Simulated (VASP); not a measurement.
# RhO (P4/mmm) in VASP: relaxation of cell and atoms with PBE

Aim: the relaxation of cell and atoms of RhO with PBE.

Program: VASP 6.6.1. These are calculated values, not measurements. Logs are shortened: lines on timing, memory, paths and dates and some standing lists are left out, and cuts for length are marked.

## (1) The cell of the first run

Symmetry: P4/mmm, No. 123, tetragonal system. The conventional cell has a = 2.534 Å, b = 2.534 Å, c = 3.321 Å, α = 90.00°, β = 90.00°, γ = 90.00°. Rh (site symmetry 4/mmm) has 8 O at 2.44 Å and 6 Rh at 2.53 to 3.32 Å within 3.4 Å. Within 3.4 Å of O (site symmetry 4/mmm) lie 8 Rh at 2.44 Å and 6 O at 2.53 to 3.32 Å.

## (2) Relaxation of cell and atoms, PBE

File INCAR:

```
  ALGO = Normal
  EDIFF = 1E-6
  EDIFFG = -0.01
  ENCUT = 600
  GGA = PE
  IBRION = 2
  ISIF = 3
  ISMEAR = 0
  LASPH = True
  LCHARG = False
  LREAL = False
  LWAVE = False
  NELM = 60
  NSW = 100
  PREC = Accurate
  SIGMA = 0.1
```

File KPOINTS:

```
k-points
0
Gamma
  22 22 16
```

File POSCAR:

```
RhO
1.0
    2.5340970647      0.0000000000      0.0000000000
    0.0000000000      2.5340970647      0.0000000000
    0.0000000000      0.0000000000      3.3214772242
Rh O
1 1
Direct
    0.5000000000      0.5000000000      0.5000000000
    0.0000000000      0.0000000000      0.0000000000
```

Potentials or basis: VASP PAW PBE potentials, release 64 (Rh_pv, O).

The run is started by

```sh
> cat potpaw_PBE.64/Rh_pv/POTCAR potpaw_PBE.64/O/POTCAR > POTCAR
> mpirun -np 1 vasp_std > vasp.out
```

OUTCAR:

```text
EDIFF = 1E-6
   EDIFFG = -0.01
   ENCUT = 600
   GGA = PE
   IBRION = 2
   ISIF = 3
   ISMEAR = 0
   LASPH = True
   LREAL = False
   NELM = 60
   NSW = 100
   PREC = Accurate

 ion  position               nearest neighbor table
   1  0.500  0.500  0.500-   2 2.44   2 2.44   2 2.44   2 2.44   2 2.44   2 2.44   2 2.44   2 2.44

   2  0.000  0.000  0.000-   1 2.44   1 2.44   1 2.44   1 2.44   1 2.44   1 2.44   1 2.44   1 2.44

  LATTYP: Found a simple tetragonal cell.
 ALAT       =     2.5340970647
 C/A-ratio  =     1.3107142858

  Lattice vectors:

 A1 = (   2.5340970647,   0.0000000000,   0.0000000000)
 A2 = (   0.0000000000,   2.5340970647,   0.0000000000)
 A3 = (   0.0000000000,   0.0000000000,   3.3214772242)

Analysis of symmetry for initial positions (statically):
=====================================================================
 Subroutine PRICEL returns:
 Original cell was already a primitive cell.

 Routine SETGRP: Setting up the symmetry group for a
 simple tetragonal supercell.

 Subroutine GETGRP returns: Found 16 space group operations
 (whereof 16 operations were pure point group operations)
 out of a pool of 16 trial point group operations.

The static configuration has the point symmetry D_4h.

Analysis of symmetry for dynamics (positions and initial velocities):
=====================================================================
 Subroutine PRICEL returns:
 Original cell was already a primitive cell.

 Routine SETGRP: Setting up the symmetry group for a
 simple tetragonal supercell.

 Subroutine GETGRP returns: Found 16 space group operations
 (whereof 16 operations were pure point group operations)
 out of a pool of 16 trial point group operations.

The dynamic configuration has the point symmetry D_4h.

 Subroutine INISYM returns: Found 16 space group operations
 (whereof 16 operations are pure point group operations),
 and found     1 'primitive' translations

----------------------------------------------------------------------------------------

                                     Primitive cell

  volume of cell :      21.3294

  direct lattice vectors                    reciprocal lattice vectors
     2.534097065  0.000000000  0.000000000     0.394617876  0.000000000  0.000000000
     0.000000000  2.534097065  0.000000000     0.000000000  0.394617876  0.000000000
     0.000000000  0.000000000  3.321477224     0.000000000  0.000000000  0.301070859

  length of vectors
     2.534097065  2.534097065  3.321477224     0.394617876  0.394617876  0.301070859

  position of ions in fractional coordinates (direct lattice)
     0.500000000  0.500000000  0.500000000
     0.000000000  0.000000000  0.000000000

  ion indices of the primitive-cell ions
   primitive index   ion index
                 1           1
                 2           2

----------------------------------------------------------------------------------------

 KPOINTS: k-points

Automatic generation of k-mesh.
 Grid dimensions read from file:
 generate k-points for:   22   22   16

 Generating k-lattice:

  Cartesian coordinates                     Fractional coordinates (reciprocal lattice)
     0.017937176  0.000000000  0.000000000     0.045454545  0.000000000  0.000000000
     0.000000000  0.017937176  0.000000000     0.000000000  0.045454545  0.000000000
     0.000000000  0.000000000  0.018816929     0.000000000  0.000000000  0.062500000

  Length of vectors
     0.017937176  0.017937176  0.018816929

  Shift w.r.t. Gamma in fractional coordinates (k-lattice)
     0.000000000  0.000000000  0.000000000

 Subroutine IBZKPT returns following result:
 ===========================================

 Found    702 irreducible k-points:

 Following reciprocal coordinates:
            Coordinates               Weight
  0.000000  0.000000  0.000000      1.000000
  0.045455  0.000000  0.000000      4.000000
  0.090909  0.000000  0.000000      4.000000
  0.136364  0.000000  0.000000      4.000000
  0.181818  0.000000  0.000000      4.000000
  0.227273  0.000000  0.000000      4.000000
[... 16 lines left out ...]
  0.500000  0.045455  0.000000      4.000000
  0.090909  0.090909  0.000000      4.000000
 [... further k-points ...]
   k-points           NKPTS =    702   k-points in BZ     NKDIM =    702   number of bands    NBANDS=     14
   number of dos      NEDOS =    301   number of ions     NIONS =      2
   total plane-waves  NPLWV =  11200
   dimension x,y,z NGX =    20 NGY =   20 NGZ =   28
   dimension x,y,z NGXF=    40 NGYF=   40 NGZF=   56
   ions per type =               1   1
   NGX,Y,Z   is equivalent  to a cutoff of  13.12, 13.12, 14.01 a.u.
   NGXF,Y,Z  is equivalent  to a cutoff of  26.24, 26.24, 28.03 a.u.
 SYSTEM =  unknown system
   PREC   = accura    normal or accurate (medium, high low for compatibility)
   ISTART =      0    job   : 0-new  1-cont  2-samecut
   ICHARG =      2    charge: 1-file 2-atom 10-const
   ISPIN  =      1    spin polarized calculation?
   LNONCOLLINEAR =      F non collinear calculations
   LSORBIT =      F    spin-orbit coupling
   LASPH  =      T    aspherical Exc in radial PAW
   ENCUT  =  600.0 eV  44.10 Ry    6.64 a.u.   5.06  5.06  6.63*2*pi/ulx,y,z
   NELM   =     60;   NELMIN=  2; NELMDL= -5     # of ELM steps
   EDIFF  = 0.1E-05   stopping-criterion for ELM
   LREAL  =      F    real-space projection
   EDIFFG = -.1E-01   stopping-criterion for IOM
   NSW    =    100    number of steps for IOM
   IBRION =      2    ionic relax: 0-MD 1-quasi-New 2-CG
   NFREE  =      1    steps in history (QN), initial steepest desc. (CG)
   ISIF   =      3    stress and relaxation
   ISYM   =      2    0-nonsym 1-usesym 2-fastsym
   POTIM  = 0.5000    time-step for ionic-motion
   TEBEG  =    0.0;   TEEND  =   0.0 temperature during run
   PSTRESS=    0.0 pullay stress
   NELECT =      21.0000    total number of electrons
   NUPDOWN=      -1.0000    fix difference up-down
   EMIN   =  10.00;   EMAX   =-10.00  energy-range for DOS
   EFERMI =   0.00;   METHOD = LEGACY
   ISMEAR =     0;   SIGMA  =   0.10  broadening in eV -4-tet -1-fermi 0-gaus
   EFERMI_NEDOS =   21; number of points for ismear=-14 and -15
   IALGO  =     38    algorithm
   IMIX   =      4    mixing-type and parameters
     AMIX     =   0.40;   BMIX     =  1.00
     AMIX_MAG =   1.60;   BMIX_MAG =  1.00
  volume/ion in A,a.u.               =      10.66        71.97
  Fermi-wavevector in a.u.,A,eV,Ry     =   1.628628  3.077661 36.088508  2.652430
  Thomas-Fermi vector in A             =   2.721228
   LORBIT       =      0    0 simple, 1 ext, 2 COOP (PROOUT), +10 PAW based schemes
   GGA     = PE    functional components
   LHFCALC =     F    Hartree Fock is set to
   AEXX    =    0.0000 exact exchange contribution
   IVDW    =     0    specifies the selected vdW correction
   LEPSILON=     F    determine dielectric tensor
   LRPA    =     F    only Hartree local field effects (RPA)
 conjugate gradient relaxation of ions
 non-spin polarized calculation
 Gauss-broadening in eV      SIGMA  =   0.10
  energy-cutoff  :      600.00
  volume of cell :       21.33
 maximum number of plane-waves:       728
   NGX = 11   NGY = 11   NGZ = 13

--------------------------------------- Ionic step        1  -------------------------------------------

 number of electron      21.0000002 magnetization

 Free energy of the ion-electron system (eV)
  ---------------------------------------------------
  ext. energy  EPLUGINS =         0.00000000
  ---------------------------------------------------
  free energy    TOTEN  =       -10.92753870 eV

  energy without entropy =      -10.91464488  energy(sigma->0) =      -10.92109179

------------------------ aborting loop because EDIFF is reached ----------------------------------------

  FORCE on cell =-STRESS in cart. coord.  units (eV):
  Direction    XX          YY          ZZ          XY          YZ          ZX
  --------------------------------------------------------------------------------------
  -------------------------------------------------------------------------------------
  Total        2.4407600      2.4407600     -3.6192167      0.0000000      0.0000000     -0.0000000
  in kB      183.3402794    183.3402794   -271.8613061      0.0000000      0.0000000     -0.0000000
  external PRESSURE =      31.6064176 kB  Pullay stress =       0.0000000 kB
[... 93 lines left out ...]
  energy  without entropy=      -11.3763671815  energy(sigma->0) =      -11.38390283

--------------------------------------- Ionic step        4  -------------------------------------------

 number of electron      21.0000007 magnetization

 E-fermi :  10.4183     XC(G=0): -13.7411

 val. band max:       10.4150811224   @ k =   0.4091   0.3182   0.5000
 cond. band min:      10.4184187761   @ k =   0.2273   0.0000   0.5000
 fundamental gap:      0.0033376538
 Fermi energy:        10.4182954164

 k-point     1 :       0.0000    0.0000    0.0000
  band No.  band energies     occupation
      1     -36.0462      2.00000
      2     -36.0462      2.00000
      3     -36.0392      2.00000
      4     -10.0365      2.00000
      5       5.5375      2.00000
      6       5.5682      2.00000
      7       6.9198      2.00000
      8       6.9198      2.00000
      9       6.9954      2.00000
     10       9.9245      2.00000
     11       9.9646      2.00000
     12       9.9646      2.00000
     13      11.1375      0.00000
     14      28.1961      0.00000
[... 496 lines left out ...]
  energy  without entropy=      -11.4103563068  energy(sigma->0) =      -11.41764081

--------------------------------------- Ionic step        7  -------------------------------------------

 number of electron      21.0000001 magnetization

 Free energy of the ion-electron system (eV)
  ---------------------------------------------------
  ext. energy  EPLUGINS =         0.00000000
  ---------------------------------------------------
  free energy    TOTEN  =       -11.42513302 eV

  energy without entropy =      -11.41061006  energy(sigma->0) =      -11.41787154

 E-fermi :   9.5410     XC(G=0): -13.4273

 val. band max:        9.5407299735   @ k =   0.5000   0.0455   0.1250
 cond. band min:       9.5411403184   @ k =   0.4545   0.4091   0.3125
 fundamental gap:      0.0004103448
 Fermi energy:         9.5409955432

 k-point     1 :       0.0000    0.0000    0.0000
  band No.  band energies     occupation
      1     -36.8195      2.00000
      2     -36.8195      2.00000
      3     -36.8172      2.00000
      4     -10.4327      2.00000
      5       5.0476      2.00000
      6       5.0515      2.00000
      7       6.3155      2.00000
      8       6.3205      2.00000
      9       6.3205      2.00000
     10       9.1031      2.00000
     11       9.1032      2.00000
     12       9.1032      2.00000
     13      10.0371      0.00000
     14      26.9636      0.00000
[... 420 lines left out ...]
  FREE ENERGIE OF THE ION-ELECTRON SYSTEM (eV)
  ---------------------------------------------------
  free  energy   TOTEN  =       -11.4251330203 eV

  energy  without entropy=      -11.4106100584  energy(sigma->0) =      -11.41787154

 reached required accuracy - stopping structural energy minimisation
```

Run time: 11 min. Hardware: 1 thread of Intel Xeon Platinum 8259CL at 2.50GHz (Skylake/Cascade Lake), shared host; peak memory 0.38 GiB.

Results:

| Quantity | Value |
| --- | --- |
| Free energy | -11.4251 eV |
| Relaxed volume | 10.51 Å³/atom |
| Relaxed cell | a = 2.760 Å, b = 2.760 Å, c = 2.761 Å, α = 90.00°, β = 90.00°, γ = 90.00° |
| Space group after relaxing (to 0.1 Å) | Pm-3m (No. 221) |
| Energy gained by relaxing | 248.8 meV/atom |
| Ionic steps | 7 |
| Pressure after relaxing | 0.0 GPa |
| Band gap on the k mesh | zero (an odd number of electrons rules out a gap without spin polarisation) |

The path:
| step | energy change (eV) | largest force (eV/Å) | pressure (GPa) | volume (Å³) |
| --- | --- | --- | --- | --- |
| 1 | 0.0000 | 0.0000 | 3.16 | 21.33 |
| 2 | -0.3888 | 0.0000 | -6.51 | 21.83 |
| 3 | -0.4639 | 0.0000 | -8.75 | 21.97 |
| 4 | -0.4594 | 0.0000 | 12.53 | 20.00 |
| 5 | -0.4965 | 0.0000 | 0.53 | 20.98 |
| 6 | -0.4974 | 0.0000 | 0.19 | 21.00 |
| 7 | -0.4976 | 0.0000 | -0.02 | 21.02 |

Final structure:
```
CELL_PARAMETERS angstrom
2.75964 0.00000 0.00000
0.00000 2.75964 0.00000
0.00000 0.00000 2.76054
ATOMIC_POSITIONS crystal
Rh 0.50000 0.50000 0.50000
O 0.00000 0.00000 0.00000
```

Levels at points of the mesh, in eV from the Fermi level:
```
           k point  band 8  band 9  band 10  band 11  band 12  band 13  band 14
(0.00, 0.00, 0.00)   -3.22   -3.22    -0.44    -0.44    -0.44     0.50    17.42
(0.50, 0.00, 0.00)   -3.97   -0.26    -0.05     0.88     0.88     6.34     8.39
(0.50, 0.50, 0.00)   -2.65   -2.29    -1.66    -1.66     0.73     8.39    10.89
(0.00, 0.00, 0.50)   -3.97   -0.26    -0.05     0.88     0.88     6.34     8.38
(0.50, 0.00, 0.50)   -2.64   -2.29    -1.66    -1.66     0.73     8.38    10.89
(0.50, 0.50, 0.50)    0.81    0.81     1.38     1.38     1.38     7.97     7.97
```

Caveat: a cell axis changed by over 15 % at a fixed basis, so the end point is rough; an odd number of electrons without spin polarisation forces a metal; a magnetic or distorted state may lie lower.
